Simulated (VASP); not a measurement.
Write the native input for VASP 6.6.1 that does the following.

```
Task                   : single point
Functional             : revPBE
Potentials or basis    : VASP PAW PBE potentials, release 64 (Bi_d)
Cutoff                 : 520 eV
k mesh                 : 10 × 10 × 6
Occupations            : fermi-dirac, width 0.1 eV
Spin                   : no spin polarisation
Dipole correction      : no
Further INCAR settings : ALGO = Normal; EDIFF = 1e-06; NBANDS = 22
```

The structure of Bi lies in POSCAR:

```
Bi
1.0
    3.5645040821      0.0000000000      0.0000000000
   -1.7822520411      3.0869510870      0.0000000000
    0.0000000000      0.0000000000      5.8650043133
Bi
2
Direct
    0.3333333333      0.6666666667      0.2500000000
    0.6666666667      0.3333333333      0.7500000000
```

One way to write it, as run:

INCAR

```
SYSTEM = Bi
ALGO = Normal
EDIFF = 1E-6
ENCUT = 520
GGA = RE
ISIF = 2
ISMEAR = -1
LASPH = .TRUE.
LCHARG = .FALSE.
LREAL = .FALSE.
LWAVE = .FALSE.
NBANDS = 22
NELM = 80
PREC = Accurate
SIGMA = 0.1
```

KPOINTS

```
k-points
0
G
  10 10 6
  0 0 0
```

Potentials or basis: VASP PAW PBE potentials, release 64 (Bi_d).

The run is started by

```sh
$ cat potpaw_PBE.64/Bi_d/POTCAR > POTCAR
$ mpirun -np 1 vasp_std > vasp.out
```

It gave:

The pressure is -0.1 GPa and the band gap on the k mesh is zero (band 15 reaches 11.60 eV, above the bottom of band 16 at 5.27 eV).

Caveat: the PAW data sets were made with another functional, which shifts forces and pressure a little; spin-orbit coupling is left out, which moves the levels of the heavy elements.

It took 23 s on 1 thread of Intel(R) Xeon(R) 6975P-C (Granite Rapids), on a shared host, peak memory 0.21 GiB.
